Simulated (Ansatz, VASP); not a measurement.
One calculation of Mg, two programs

INCAR

```
SYSTEM = Mg
PREC     = Accurate       ! precision mode
ENCUT    = 520            ! plane-wave cutoff, eV
EDIFF    = 1E-8           ! SCF threshold, eV
ISMEAR   = -1             ! smearing method
SIGMA    = 0.03           ! smearing width, eV
LREAL    = .FALSE.        ! projectors in reciprocal space
LASPH    = .TRUE.         ! aspherical terms in the spheres
NELM     = 100            ! most SCF steps
ALGO     = Normal         ! electronic algorithm
ISIF     = 2              ! what is computed and relaxed
LWAVE    = .FALSE.        ! write WAVECAR
LCHARG   = .FALSE.        ! write CHGCAR
LEFG     = .TRUE.       
NBANDS   = 7              ! bands
```

The input KPOINTS:

```
regular mesh
0
G
  19 19 19
  0 0 0
```

POSCAR

```
Mg
1.0
   -1.4565448511      1.4565448511      1.4565448511
    1.4565448511     -1.4565448511      1.4565448511
    1.4565448511      1.4565448511     -1.4565448511
Mg
1
Direct
    0.0000000000      0.0000000000      0.0000000000
```

Input for Ansatz:

```yaml
crystal:
  lattice:
    - [-1.4565448511, 1.4565448511, 1.4565448511]
    - [1.4565448511, -1.4565448511, 1.4565448511]
    - [1.4565448511, 1.4565448511, -1.4565448511]
  atoms:
    - { symbol: Mg, position: [0.0, 0.0, 0.0] }
kpoints:
  mp_grid: { grid: [19, 19, 19] }
scf:
  occupations: { method: fermi_dirac, width: 0.03 }
hamiltonian:
  xc: lda
  pseudopotentials: { kind: paw }
output:
  forces: true
  stress: true
  eigenvalues: true
  efg: { contact_densities: true }
```

Change from the starting cell: volume scaled by 0.96, PAW files.

Alike in both runs: task electric field gradients; functional LDA; k mesh 19 × 19 × 19; occupations fermi-dirac, width 0.03 eV; no spin polarisation.

|  | VASP | Ansatz |
| --- | --- | --- |
| version | VASP 6.6.1 | Ansatz 0.2.0 |
| potentials or method | VASP PAW LDA potentials, release 64 (Mg) | PAW with Ansatz's default frozen-core files, scalar-relativistic |
| plane-wave cutoff (eV) | 520 | 420 |
| valence electrons in the cell | 2 | 10 |

Ansatz gave:

```
pressure (GPa) : 64.8
```

Question: Estimate VASP's values.

Answer: Pressure (GPa): 65.4.

LDA's correlation is that of Perdew and Zunger in VASP and of Perdew and Wang (1992) in Ansatz. Both programs put the cell under a high pressure, so it lies far from rest at this level. VASP's potentials hold 2 valence electrons a cell and Ansatz's 10, so a difference there can come from the potentials and not from the codes.

Noted on VASP's run: the cell as given lies far from equilibrium.
